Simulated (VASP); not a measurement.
**Pt: single point with r2SCAN**

The system is Pt.

```
Pt
1.0
     0.00000    1.81106    1.95790
     1.81106    0.00000    1.95790
     1.81106    1.81106    0.00000
Pt
1
Cartesian
  0.0000 0.0000 0.0000
```

This cell differs from its parent crystal: strain -0.0750 x Voigt [1, 1, 0, 0, 0, 0].

| Item | Value |
| --- | --- |
| Program | VASP 6.6.1 |
| Task | single point |
| Functional | r2SCAN |
| Potentials or basis | VASP PAW PBE potentials, release 64 (Pt) |
| Cutoff | 520 eV |
| k mesh | 20 × 20 × 20 |
| Occupations | gaussian, width 0.15 eV |
| Spin | no spin polarisation |
| Dipole correction | no |
| Further INCAR settings | ALGO = Normal; EDIFF = 1e-06; NBANDS = 11 |

| Property | Result |
| --- | --- |
| Pressure | 79.2 GPa |
| Band gap on the k mesh | zero (band 5 reaches 15.73 eV, above the bottom of band 6 at 12.07 eV) |

Stress tensor (GPa, compression positive):
```
85.37  0.00  0.00
 0.00 85.37  0.00
 0.00  0.00 66.93
```

Levels at points of the mesh, in eV from the Fermi level:
| k point | band 1 | band 2 | band 3 | band 4 | band 5 | band 6 | band 7 | band 8 | band 9 | band 10 |
| --- | --- | --- | --- | --- | --- | --- | --- | --- | --- | --- |
| (0.00, 0.00, 0.00) | -12.48 | -5.82 | -4.61 | -4.61 | -3.00 | -1.52 | 14.97 | 19.35 | 21.91 | 21.91 |
| (0.50, 0.00, 0.00) | -9.48 | -5.74 | -4.62 | -0.94 | -0.19 | 0.36 | 7.70 | 14.42 | 20.59 | 21.83 |
| (0.50, 0.50, 0.00) | -9.41 | -8.80 | 0.11 | 0.56 | 0.67 | 0.67 | 9.81 | 13.63 | 13.63 | 24.21 |
| (0.50, 0.00, 0.50) | -9.34 | -8.77 | -0.11 | 0.16 | 1.35 | 2.33 | 11.67 | 12.25 | 12.61 | 23.27 |

Wall time 2.5 min on 1 thread of Intel(R) Xeon(R) Platinum 8559C (Emerald Rapids), on a shared host, peak memory 0.2 GiB.

Caveat: the cell differs from its parent crystal (strain -0.0750 x Voigt [1, 1, 0, 0, 0, 0]); the PAW data sets were made with another functional, which shifts forces and pressure a little; spin-orbit coupling is left out, which moves the levels of the heavy elements.
